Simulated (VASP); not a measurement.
PbS, 4 atoms in the cell. The cell holds a slab with vacuum, 4 atoms: a = 4.249 Å, b = 4.249 Å, c = 17.005 Å, α = 90.00°, β = 90.00°, γ = 90.00°. 

| Quantity | Value |
| --- | --- |
| Program | VASP 6.6.1 |
| Task | single point |
| Functional | PBE |
| Potentials or basis | VASP PAW PBE potentials, release 64 (Pb_d, S) |
| Cutoff | 520 eV |
| k mesh | 7 × 7 × 1 |
| Occupations | gaussian, width 0.05 eV |
| Spin | no spin polarisation |
| Dipole correction | yes |
| Further INCAR settings | ALGO = Normal; EDIFF = 1e-07; NBANDS = 28 |

Potentials or basis: VASP PAW PBE potentials, release 64 (Pb_d, S).

The run is started by

```console
$ cat potpaw_PBE.64/Pb_d/POTCAR potpaw_PBE.64/S/POTCAR > POTCAR
$ mpirun -np 1 vasp_std > vasp.out
```

Hardware: 1 thread of Intel Xeon 6975P-C, on a shared host.

Q: How long does it take, and how much memory?

A: Run time: 100 s on 1 thread of Intel Xeon 6975P-C, with other jobs on the host, peak memory 0.38 GiB. Counts: scf iterations 24, k points 10.
